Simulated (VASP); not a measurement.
Here is a VASP 6.6.1 calculation.

Contents of POSCAR:

```
SiC
1.0
    2.8313545881      0.0000000000      0.0000000000
   -1.4156772940      2.4520250004      0.0000000000
    0.0000000000      0.0000000000      9.2706276106
Si C
4 4
Direct
    0.6666666667      0.3333333333      0.9378376197
    0.3333333333      0.6666666667      0.4378376197
    0.0000000000      0.0000000000      0.6878931817
    0.0000000000      0.0000000000      0.1878931817
    0.6666666667      0.3333333333      0.7498040034
    0.3333333333      0.6666666667      0.2498040034
    0.0000000000      0.0000000000      0.5004641952
    0.0000000000      0.0000000000      0.0004641952
```

File INCAR.step1:

```
SYSTEM = SiC
PREC = Accurate ; ENCUT = 520
ISMEAR = 0 ; SIGMA = 0.05
LREAL = .FALSE. ; LASPH = .TRUE.
NELM = 100 ; NBANDS = 26
GGA = PE ; ALGO = Normal
EDIFF = 1E-4 ; LWAVE = .TRUE.
LCHARG = .FALSE.
```

Contents of INCAR.step2:

```
SYSTEM = SiC
PREC = Accurate ; ENCUT = 520
EDIFF = 1E-6 ; ISMEAR = 0
SIGMA = 0.05 ; LREAL = .FALSE.
LASPH = .TRUE. ; NELM = 100
ALGO = Normal ; ISIF = 2
LWAVE = .FALSE. ; LCHARG = .FALSE.
METAGGA = R2SCAN ; LMIXTAU = .TRUE.
NBANDS = 26 ; ISTART = 1
```

File KPOINTS:

```
Automatic mesh
0
G
  12 12 4
  0 0 0
```

Potentials or basis: VASP PAW PBE potentials, release 64 (Si, C).

Launch:

```console
$ cat potpaw_PBE.64/Si/POTCAR potpaw_PBE.64/C/POTCAR > POTCAR
$ cp INCAR.step1 INCAR
$ mpirun -np 1 vasp_std > vasp.out
$ cp INCAR.step2 INCAR
$ mpirun -np 1 vasp_std > vasp.out
```

Q: Predict the pressure.

A: 90.8 GPa.

Q: What does it give for the largest force?

A: 0.119 eV/Å.

Q: Estimate the band gap on the k mesh.

A: 2.68 eV (least direct gap 3.89 eV).

Forces in eV/Å, atoms in the order of the input:
```
Si   0.000  0.000 -0.119
Si   0.000  0.000 -0.119
Si   0.000  0.000  0.083
Si   0.000  0.000  0.083
C    0.000  0.000  0.044
C    0.000  0.000  0.044
C    0.000  0.000 -0.008
C    0.000  0.000 -0.008
```

Caveat: the cell differs from its parent crystal (strain -0.080 along x and y, -0.080 along z); the cell stands under pressure; the PAW data sets were made with another functional, which shifts forces and pressure a little. A k mesh can miss the band edges.
